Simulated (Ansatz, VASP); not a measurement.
One calculation of AlCu3, two programs

```xyz
4
Lattice="3.6319 0.0000 0.0000 0.0000 3.6319 0.0000 0.0000 0.0000 3.6319" Properties=species:S:1:pos:R:3 pbc="T T T"
Al   -0.0792    0.0000    0.0000
Cu    1.7727    1.8159    0.0000
Cu    1.7727    0.0000    1.8159
Cu    0.1200    1.8159    1.8159
```

Change from the starting cell: mode 7 (198.7 1/cm) frozen in, largest displacement -0.120 Å.

Alike in both runs: task single point; functional PBEsol; k mesh 14 × 14 × 14; occupations gaussian, width 0.15 eV; no spin polarisation.

|  | VASP | Ansatz |
| --- | --- | --- |
| version | VASP 6.6.1 | Ansatz 0.2.0 |
| potentials or method | VASP PAW PBE potentials, release 64 (Al, Cu), cutoff 520 eV | scalar-relativistic, plane waves, PAW |
| valence electrons in the cell | 36 | 60 |

Ansatz gave:

```
gap on the k mesh at the Fermi level (eV)                     : none
pressure (GPa)                                                : 1.2
traceless stress, the component that is largest in VASP (GPa) : 0.06
rms of the force components (eV/Å)                            : 0.377
```

Task: What did VASP give for the same quantities?

Result: gap on the k mesh at the Fermi level (eV): none; pressure (GPa): 1.9; traceless stress, the component that is largest in VASP (GPa): 0.04; rms of the force components (eV/Å): 0.376.

VASP's potentials were made for PBE, not for PBEsol. Atom by atom the forces differ by 0.001 eV/Å (rms over components). A gap of «none» marks a metal or a gap that the smearing closes. The functional is the same, so the differences come from potentials, cutoffs and numerics. VASP's potentials hold 36 valence electrons a cell and Ansatz's 60, so a difference there can come from the potentials and not from the codes.
